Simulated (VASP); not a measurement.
# Ca (Fm-3m) in VASP: a series of runs, part 2 of 2

VASP 6.6.1.

## (4) Single point, PBEsol

This run uses another cell than the first one, of 40.60 Å³/atom, 1.042 times its volume.

INCAR reads:

```
SYSTEM = Ca
  ALGO = Normal
  EDIFF = 1E-6
  ENCUT = 520
  GGA = PS
  ISIF = 2
  ISMEAR = -1
  LASPH = .True.
  LCHARG = .False.
  LREAL = .False.
  LWAVE = .False.
  NBANDS = 11
  NELM = 80
  PREC = Accurate
  SIGMA = 0.1
```

KPOINTS reads:

```
k-points
0
Gamma
  16 16 16
  0 0 0
```

POSCAR reads:

```
Ca
1.0
    0.0000000000      2.7279878896      2.7279878896
    2.7279878896      0.0000000000      2.7279878896
    2.7279878896      2.7279878896      0.0000000000
Ca
1
Direct
    0.0000000000      0.0000000000      0.0000000000
```

Potentials or basis: VASP PAW PBE potentials, release 64 (Ca_sv).

Started as:

```sh
$ cat potpaw_PBE.64/Ca_sv/POTCAR > POTCAR
$ mpirun -np 1 vasp_std > vasp.out
```

OUTCAR:

```text
SYSTEM = Ca
   EDIFF = 1E-6
   ENCUT = 520
   GGA = PS
   ISIF = 2
   ISMEAR = -1
   LASPH = .True.
   LREAL = .False.
   NELM = 80
   PREC = Accurate

 ion  position               nearest neighbor table
   1  0.000  0.000  0.000-

  LATTYP: Found a face centered cubic cell.
 ALAT       =     5.4559757792

  Lattice vectors:

 A1 = (   0.0000000000,   2.7279878896,   2.7279878896)
 A2 = (   2.7279878896,   0.0000000000,   2.7279878896)
 A3 = (   2.7279878896,   2.7279878896,   0.0000000000)

Analysis of symmetry for initial positions (statically):
=====================================================================
 Subroutine PRICEL returns:
 Original cell was already a primitive cell.

 Routine SETGRP: Setting up the symmetry group for a
 face centered cubic supercell.

 Subroutine GETGRP returns: Found 48 space group operations
 (whereof 48 operations were pure point group operations)
 out of a pool of 48 trial point group operations.

The static configuration has the point symmetry O_h .

Analysis of symmetry for dynamics (positions and initial velocities):
=====================================================================
 Subroutine PRICEL returns:
 Original cell was already a primitive cell.

 Routine SETGRP: Setting up the symmetry group for a
 face centered cubic supercell.

 Subroutine GETGRP returns: Found 48 space group operations
 (whereof 48 operations were pure point group operations)
 out of a pool of 48 trial point group operations.

The dynamic configuration has the point symmetry O_h .

 Subroutine INISYM returns: Found 48 space group operations
 (whereof 48 operations are pure point group operations),
 and found     1 'primitive' translations

----------------------------------------------------------------------------------------

                                     Primitive cell

  volume of cell :      40.6029

  direct lattice vectors                    reciprocal lattice vectors
     0.000000000  2.727987890  2.727987890    -0.183285271  0.183285271  0.183285271
     2.727987890  0.000000000  2.727987890     0.183285271 -0.183285271  0.183285271
     2.727987890  2.727987890  0.000000000     0.183285271  0.183285271 -0.183285271

  length of vectors
     3.857957471  3.857957471  3.857957471     0.317459402  0.317459402  0.317459402

  position of ions in fractional coordinates (direct lattice)
     0.000000000  0.000000000  0.000000000

  ion indices of the primitive-cell ions
   primitive index   ion index
                 1           1

----------------------------------------------------------------------------------------

 KPOINTS: k-points

Automatic generation of k-mesh.
 Grid dimensions read from file:
 generate k-points for:   16   16   16

 Generating k-lattice:

  Cartesian coordinates                     Fractional coordinates (reciprocal lattice)
    -0.011455329  0.011455329  0.011455329     0.062500000  0.000000000  0.000000000
     0.011455329 -0.011455329  0.011455329     0.000000000  0.062500000  0.000000000
     0.011455329  0.011455329 -0.011455329     0.000000000  0.000000000  0.062500000

  Length of vectors
     0.019841213  0.019841213  0.019841213

  Shift w.r.t. Gamma in fractional coordinates (k-lattice)
     0.000000000  0.000000000  0.000000000

 Subroutine IBZKPT returns following result:
 ===========================================

 Found    145 irreducible k-points:

 Following reciprocal coordinates:
            Coordinates               Weight
  0.000000  0.000000  0.000000      1.000000
  0.062500  0.000000  0.000000      8.000000
  0.125000  0.000000  0.000000      8.000000
  0.187500  0.000000  0.000000      8.000000
  0.250000  0.000000  0.000000      8.000000
  0.312500  0.000000  0.000000      8.000000
[... 16 lines left out ...]
 -0.125000  0.062500  0.000000     24.000000
 -0.062500  0.062500  0.000000     12.000000
 [... further k-points ...]
   k-points           NKPTS =    145   k-points in BZ     NKDIM =    145   number of bands    NBANDS=     11
   number of dos      NEDOS =    301   number of ions     NIONS =      1
   total plane-waves  NPLWV =  27000
   dimension x,y,z NGX =    30 NGY =   30 NGZ =   30
   dimension x,y,z NGXF=    60 NGYF=   60 NGZF=   60
   ions per type =               1
   NGX,Y,Z   is equivalent  to a cutoff of  12.93, 12.93, 12.93 a.u.
   NGXF,Y,Z  is equivalent  to a cutoff of  25.86, 25.86, 25.86 a.u.
 SYSTEM =  Ca
   PREC   = accura    normal or accurate (medium, high low for compatibility)
   ISTART =      0    job   : 0-new  1-cont  2-samecut
   ICHARG =      2    charge: 1-file 2-atom 10-const
   ISPIN  =      1    spin polarized calculation?
   LNONCOLLINEAR =      F non collinear calculations
   LSORBIT =      F    spin-orbit coupling
   LASPH  =      T    aspherical Exc in radial PAW
   ENCUT  =  520.0 eV  38.22 Ry    6.18 a.u.   7.17  7.17  7.17*2*pi/ulx,y,z
   NELM   =     80;   NELMIN=  2; NELMDL= -5     # of ELM steps
   EDIFF  = 0.1E-05   stopping-criterion for ELM
   LREAL  =      F    real-space projection
   EDIFFG = 0.1E-04   stopping-criterion for IOM
   NSW    =      0    number of steps for IOM
   IBRION =     -1    ionic relax: 0-MD 1-quasi-New 2-CG
   NFREE  =      0    steps in history (QN), initial steepest desc. (CG)
   ISIF   =      2    stress and relaxation
   ISYM   =      2    0-nonsym 1-usesym 2-fastsym
   POTIM  = 0.5000    time-step for ionic-motion
   TEBEG  =    0.0;   TEEND  =   0.0 temperature during run
   PSTRESS=    0.0 pullay stress
   NELECT =      10.0000    total number of electrons
   NUPDOWN=      -1.0000    fix difference up-down
   EMIN   =  10.00;   EMAX   =-10.00  energy-range for DOS
   EFERMI =   0.00;   METHOD = LEGACY
   ISMEAR =    -1;   SIGMA  =   0.10  broadening in eV -4-tet -1-fermi 0-gaus
   EFERMI_NEDOS =   21; number of points for ismear=-14 and -15
   IALGO  =     38    algorithm
   IMIX   =      4    mixing-type and parameters
     AMIX     =   0.40;   BMIX     =  1.00
     AMIX_MAG =   1.60;   BMIX_MAG =  1.00
  volume/ion in A,a.u.               =      40.60       274.00
  Fermi-wavevector in a.u.,A,eV,Ry     =   1.026177  1.939194 14.327476  1.053040
  Thomas-Fermi vector in A             =   2.160056
   LORBIT       =      0    0 simple, 1 ext, 2 COOP (PROOUT), +10 PAW based schemes
   GGA     = PS    functional components
   LHFCALC =     F    Hartree Fock is set to
   AEXX    =    0.0000 exact exchange contribution
   IVDW    =     0    specifies the selected vdW correction
   LEPSILON=     F    determine dielectric tensor
   LRPA    =     F    only Hartree local field effects (RPA)
 non-spin polarized calculation
  energy-cutoff  :      520.00
  volume of cell :       40.60
 maximum number of plane-waves:      1109
 NGX is ok and might be reduce to    30
   NGX = 15   NGY = 15   NGZ = 15

 number of electron      10.0000002 magnetization

 Free energy of the ion-electron system (eV)
  ---------------------------------------------------
  ext. energy  EPLUGINS =         0.00000000
  ---------------------------------------------------
  free energy    TOTEN  =        -2.15485121 eV

  energy without entropy =       -2.11462451  energy(sigma->0) =       -2.13473786

 E-fermi :   2.0430     XC(G=0):  -7.9330

 val. band max:        2.0289195135   @ k =  -0.3750   0.3125   0.0625
 cond. band min:       2.0441223698   @ k =  -0.3125   0.3750   0.1250
 fundamental gap:      0.0152028564
 Fermi energy:         2.0430060218

 k-point     1 :       0.0000    0.0000    0.0000
  band No.  band energies     occupation
      1     -39.7014      2.00000
      2     -20.6885      2.00000
      3     -20.6885      2.00000
      4     -20.6885      2.00000
      5      -2.0591      2.00000
      6       4.4240      0.00000
      7       4.4240      0.00000
      8       4.4240      0.00000
      9       5.5546      0.00000
     10       5.5546      0.00000
     11      11.3390      0.00000

 k-point     2 :       0.0625    0.0000    0.0000
  band No.  band energies     occupation
      1     -39.7008      2.00000
      2     -20.6949      2.00000
      3     -20.6894      2.00000
      4     -20.6894      2.00000
      5      -1.9898      2.00000
      6       4.3475      0.00000
      7       4.4515      0.00000
      8       4.4515      0.00000
      9       5.5299      0.00000
     10       5.5299      0.00000
     11      11.4332      0.00000
[... 295 lines left out ...]
 k-point    24 :      -0.0625    0.0625    0.0000
  band No.  band energies     occupation
      1     -39.6998      2.00000
      2     -20.7037      2.00000
      3     -20.6931      2.00000
      4     -20.6897      2.00000
      5      -1.8752      2.00000
      6       4.2316      0.00000
      7       4.4836      0.00000
      8       4.5006      0.00000
      9       5.4337      0.00000
     10       5.5541      0.00000
     11      11.5636      0.00000

 [... further k-points ...]
[... 5 lines left out ...]
  --------------------------------------------------------------------------------------
  -------------------------------------------------------------------------------------
  Total        0.0001352      0.0001352      0.0001352      0.0000000     -0.0000000     -0.0000000
  in kB        0.0053352      0.0053352      0.0053352      0.0000000     -0.0000000     -0.0000000
  external PRESSURE =       0.0053352 kB  Pullay stress =       0.0000000 kB

 VOLUME and BASIS-vectors are now :
 -----------------------------------------------------------------------------
  energy-cutoff  :      520.00
  volume of cell :       40.60
      direct lattice vectors                 reciprocal lattice vectors
     0.000000000  2.727987890  2.727987890    -0.183285271  0.183285271  0.183285271
     2.727987890  0.000000000  2.727987890     0.183285271 -0.183285271  0.183285271
     2.727987890  2.727987890  0.000000000     0.183285271  0.183285271 -0.183285271

 POSITION                                       TOTAL-FORCE (eV/Angst)
 -----------------------------------------------------------------------------------
      0.00000      0.00000      0.00000         0.000000      0.000000      0.000000
 -----------------------------------------------------------------------------------
    total drift:                               -0.000000     -0.000000      0.000000

  FREE ENERGIE OF THE ION-ELECTRON SYSTEM (eV)
  ---------------------------------------------------
  free  energy   TOTEN  =        -2.1548512131 eV

  energy  without entropy=       -2.1146245117  energy(sigma->0) =       -2.13473786
```

stdout:

```text
POSCAR found type information on POSCAR Ca
 POSCAR found :  1 types and       1 ions
 scaLAPACK will be used
 -----------------------------------------------------------------------------
|                                                                             |
|                                                                             |
|     You enforced a specific xc type in the INCAR file but a different       |
|     I HOPE YOU KNOW WHAT YOU ARE DOING!                                     |
|                                                                             |
 -----------------------------------------------------------------------------

 LDA part: xc-table for (Slater+PW92), standard interpolation
 POSCAR, INCAR and KPOINTS ok, starting setup
 FFT: planning ... GRIDC
 FFT: planning ... GRID_SOFT
 FFT: planning ... GRID
 WAVECAR not read
 entering main loop
```

It took 49 s on 1 thread of Intel Xeon Platinum 8259CL at 2.50GHz (Skylake/Cascade Lake), shared host; peak memory 0.21 GiB.

What came out:

| Property | Result |
| --- | --- |
| Free energy | -2.1549 eV |
| Pressure | 0.0 GPa |
| Band gap on the k mesh | zero (band 5 reaches 2.22 eV, above the bottom of band 6 at 1.92 eV) |

Caveat: the PAW data sets were made with another functional, which shifts forces and pressure a little.

## (5) Single point, PBEsol (volume scaled by 1.04)

INCAR reads:

```
PREC     = Accurate       # precision mode
ENCUT    = 520            # plane-wave cutoff, eV
EDIFF    = 1E-6           # SCF threshold, eV
ISMEAR   = -1             # smearing method
SIGMA    = 0.1            # smearing width, eV
LREAL    = False          # projectors in reciprocal space
LASPH    = True           # aspherical terms in the spheres
NELM     = 80             # most SCF steps
ALGO     = Normal         # electronic algorithm
ISIF     = 2              # what is computed and relaxed
LWAVE    = False          # write WAVECAR
LCHARG   = False          # write CHGCAR
GGA      = PS             # functional
NBANDS   = 11             # bands
```

KPOINTS reads:

```
Automatic mesh
0
Gamma
  16 16 16
```

POSCAR reads:

```
Ca
1.0
    0.0000000000      2.7638865839      2.7638865839
    2.7638865839      0.0000000000      2.7638865839
    2.7638865839      2.7638865839      0.0000000000
Ca
1
Direct
    0.0000000000      0.0000000000      0.0000000000
```

Potentials or basis: VASP PAW PBE potentials, release 64 (Ca_sv).

Started as:

```sh
$ cat potpaw_PBE.64/Ca_sv/POTCAR > POTCAR
$ mpirun -np 1 vasp_std > vasp.out
```

OUTCAR:

```text
PREC = Accurate
   ENCUT = 520
   EDIFF = 1E-6
   ISMEAR = -1
   LREAL = False
   LASPH = True
   NELM = 80
   ISIF = 2
   GGA = PS

 ion  position               nearest neighbor table
   1  0.000  0.000  0.000-

  LATTYP: Found a face centered cubic cell.
 ALAT       =     5.5277731678

  Lattice vectors:

 A1 = (   0.0000000000,   2.7638865839,   2.7638865839)
 A2 = (   2.7638865839,   0.0000000000,   2.7638865839)
 A3 = (   2.7638865839,   2.7638865839,   0.0000000000)

Analysis of symmetry for initial positions (statically):
=====================================================================
 Subroutine PRICEL returns:
 Original cell was already a primitive cell.

 Routine SETGRP: Setting up the symmetry group for a
 face centered cubic supercell.

 Subroutine GETGRP returns: Found 48 space group operations
 (whereof 48 operations were pure point group operations)
 out of a pool of 48 trial point group operations.

The static configuration has the point symmetry O_h .

Analysis of symmetry for dynamics (positions and initial velocities):
[... 163 lines left out ...]

 k-point     1 :       0.0000    0.0000    0.0000
  band No.  band energies     occupation
      1     -39.9482      2.00000
      2     -20.9407      2.00000
      3     -20.9407      2.00000
      4     -20.9407      2.00000
      5      -2.1445      2.00000
      6       4.2170      0.00000
      7       4.2170      0.00000
      8       4.2170      0.00000
      9       5.2961      0.00000
     10       5.2961      0.00000
     11      11.0132      0.00000
[... 309 lines left out ...]
 k-point    24 :      -0.0625    0.0625    0.0000
  band No.  band energies     occupation
      1     -39.9468      2.00000
      2     -20.9538      2.00000
      3     -20.9447      2.00000
      4     -20.9418      2.00000
      5      -1.9665      2.00000
      6       4.0329      0.00000
      7       4.2734      0.00000
      8       4.2904      0.00000
      9       5.1817      0.00000
     10       5.2960      0.00000
     11      11.2147      0.00000

 [... further k-points ...]

------------------------ aborting loop because EDIFF is reached ----------------------------------------

  FORCE on cell =-STRESS in cart. coord.  units (eV):
  Direction    XX          YY          ZZ          XY          YZ          ZX
  --------------------------------------------------------------------------------------
  -------------------------------------------------------------------------------------
  Total       -0.1760948     -0.1760948     -0.1760948      0.0000000      0.0000000     -0.0000000
  in kB       -6.6813860     -6.6813860     -6.6813860      0.0000000      0.0000000     -0.0000000
  external PRESSURE =      -6.6813860 kB  Pullay stress =       0.0000000 kB

 VOLUME and BASIS-vectors are now :
 -----------------------------------------------------------------------------
  energy-cutoff  :      520.00
  volume of cell :       42.23
      direct lattice vectors                 reciprocal lattice vectors
     0.000000000  2.763886584  2.763886584    -0.180904673  0.180904673  0.180904673
     2.763886584  0.000000000  2.763886584     0.180904673 -0.180904673  0.180904673
     2.763886584  2.763886584  0.000000000     0.180904673  0.180904673 -0.180904673

 POSITION                                       TOTAL-FORCE (eV/Angst)
 -----------------------------------------------------------------------------------
      0.00000      0.00000      0.00000        -0.000000     -0.000000      0.000000
 -----------------------------------------------------------------------------------
    total drift:                               -0.000000     -0.000000      0.000000

  FREE ENERGIE OF THE ION-ELECTRON SYSTEM (eV)
  ---------------------------------------------------
  free  energy   TOTEN  =        -2.1518464861 eV

  energy  without entropy=       -2.1111327209  energy(sigma->0) =       -2.13148960
```

stdout:

```text
POSCAR found type information on POSCAR Ca
 POSCAR found :  1 types and       1 ions
 scaLAPACK will be used
 -----------------------------------------------------------------------------
|                                                                             |
|                                                                             |
|     You enforced a specific xc type in the INCAR file but a different       |
|     I HOPE YOU KNOW WHAT YOU ARE DOING!                                     |
|                                                                             |
 -----------------------------------------------------------------------------

 LDA part: xc-table for (Slater+PW92), standard interpolation
 POSCAR, INCAR and KPOINTS ok, starting setup
 FFT: planning ... GRIDC
 FFT: planning ... GRID_SOFT
 FFT: planning ... GRID
 WAVECAR not read
 entering main loop
```

It took 46 s on 1 thread of Intel Xeon Platinum 8259CL at 2.50GHz (Skylake/Cascade Lake), shared host; peak memory 0.21 GiB.

What came out:

| Item | Value |
| --- | --- |
| Free energy | -2.1518 eV |
| Pressure | -0.7 GPa |
| Band gap on the k mesh | zero (band 5 reaches 2.09 eV, above the bottom of band 6 at 1.73 eV) |

Levels at points of the mesh, in eV from the Fermi level:
| k point | band 3 | band 4 | band 5 | band 6 | band 7 | band 8 |
| --- | --- | --- | --- | --- | --- | --- |
| (0.00, 0.00, 0.00) | -22.83 | -22.83 | -4.03 | 2.33 | 2.33 | 2.33 |
| (0.50, 0.00, 0.00) | -22.85 | -22.85 | -1.00 | -0.16 | 2.22 | 2.22 |
| (0.50, 0.50, 0.00) | -22.88 | -22.88 | -0.46 | 0.57 | 0.96 | 4.10 |

Caveat: the cell differs from its parent crystal (volume scaled by 1.04); the PAW data sets were made with another functional, which shifts forces and pressure a little.

## (6) Overview

```csv
cell,gap on the mesh (eV),pressure (GPa)
"a = 3.806 Å, angles 60.0°, 1 atom",none,0.8
"a = 3.858 Å, angles 60.0°, 1 atom",none,0.0
"a = 3.909 Å, angles 60.0°, 1 atom",none,-0.7
```

Alike in all rows: task single point; level PBEsol; potentials or basis VASP PAW PBE potentials, release 64 (Ca_sv); no spin polarisation; k mesh 16 × 16 × 16; cutoff (eV) 520; smearing fermi-dirac 0.1 eV.

Caveats: the PAW data sets were made with another functional, which shifts forces and pressure a little.

Total energies depend on the potentials used, so only differences within one code and one set of settings carry meaning.
